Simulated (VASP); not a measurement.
**Ce: single point with PBE**

The system is Ce.

```xyz
1
Lattice="-1.9433 1.9433 1.9239 1.9433 -1.9433 1.9239 1.9433 1.9433 -1.9239" Properties=species:S:1:pos:R:3 pbc="T T T"
Ce    0.0000    0.0000    0.0000
```

This cell differs from its parent crystal: cell strained by -1.0% along z.

| Property | Result |
| --- | --- |
| Program | VASP 6.6.1 |
| Task | single point |
| Functional | PBE |
| Potentials or basis | VASP PAW PBE potentials, release 64 (Ce) |
| Cutoff | 720 eV |
| k mesh | 19 × 19 × 19 |
| Occupations | gaussian, width 0.04 eV |
| Spin | collinear spin, ferromagnetic start |
| Starting moments | [1.0] μB |
| Tolerance level | standard |
| Purpose | stress |
| Further INCAR settings | ALGO = Normal; EDIFF = 1e-08; NBANDS = 26 |

```
Pressure                                              : -1.8 GPa
Band gap on the k mesh                                : zero (filled and empty bands overlap)
Net moment                                            : 0.00 μB per cell
Valence electrons inside the program's atomic spheres : Ce 9.81
```

Stress tensor (GPa, compression positive):
```
-1.39  0.00  0.00
 0.00 -1.39  0.00
 0.00  0.00 -2.57
```

Levels at points of the mesh, in eV from the Fermi level:
Spin up:
```csv
k point,band 4,band 5,band 6,band 7,band 8,band 9
"(0.00, 0.00, 0.00)",-16.16,-2.98,0.09,0.09,0.10,0.83
```
Spin down:
| k point | band 3 | band 4 | band 5 | band 6 | band 7 | band 8 | band 9 | band 10 |
| --- | --- | --- | --- | --- | --- | --- | --- | --- |
| (0.00, 0.00, 0.00) | -16.16 | -16.16 | -2.98 | 0.09 | 0.09 | 0.10 | 0.83 | 0.83 |

Run time: 4.7 min on 4 MPI ranks on Intel(R) Xeon(R) 6975P-C (Granite Rapids), with other jobs on the host, peak memory 0.95 GiB a rank.

Caveat: the cell differs from its parent crystal (cell strained by -1.0% along z); the magnetic or orbital state may not be the lowest; spin-orbit coupling is left out, which moves the levels of the heavy elements; semilocal functionals describe open f shells poorly, which spoils levels, moments and volumes. The state reached can hang on the start; a lower one may exist.
